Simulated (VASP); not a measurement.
A run of VASP 6.6.1 is set up as follows.

The input INCAR:

```
SYSTEM = TiO2
PREC     = Accurate       ! precision mode
ENCUT    = 520            ! plane-wave cutoff, eV
EDIFF    = 1E-6           ! SCF threshold, eV
ISMEAR   = -1             ! smearing method
SIGMA    = 0.05           ! smearing width, eV
LREAL    = .FALSE.        ! projectors in reciprocal space
LASPH    = .TRUE.         ! aspherical terms in the spheres
NELM     = 80             ! most SCF steps
ALGO     = Normal         ! electronic algorithm
ISIF     = 2              ! what is computed and relaxed
LWAVE    = .FALSE.        ! write WAVECAR
LCHARG   = .FALSE.        ! write CHGCAR
GGA      = PS             ! functional
NBANDS   = 19             ! bands
```

Contents of KPOINTS:

```
regular mesh
0
G
  10 10 10
  0 0 0
```

The input POSCAR:

```
TiO2
1.0
    1.4973312015      0.8644845722      6.9815443949
   -1.4973312015      0.8644845722      6.9815443949
    0.0000000000     -1.7289691445      6.9815443949
Ti O
1 2
Direct
    0.0000000000      0.0000000000      0.0000000000
    0.3795330000      0.3795330000      0.3795330000
    0.6204670000      0.6204670000      0.6204670000
```

Potentials or basis: VASP PAW PBE potentials, release 64 (Ti_sv, O).

Launch:

```sh
$ cat potpaw_PBE.64/Ti_sv/POTCAR potpaw_PBE.64/O/POTCAR > POTCAR
$ mpirun -np 1 vasp_std > vasp.out
```

Task: What does it give for the pressure?

Result: -3.9 GPa.

Task: Estimate the largest force.

Result: 0.385 eV/Å.

Task: What does it give for the band gap on the k mesh?

Result: 2.64 eV, indirect (least direct gap 2.83 eV).

Forces in eV/Å, atoms in the order of the input:
```
Ti   0.000  0.000  0.000
O    0.000  0.000 -0.385
O    0.000  0.000  0.385
```

Caveat: the PAW data sets were made with another functional, which shifts forces and pressure a little. A k mesh can miss the band edges.
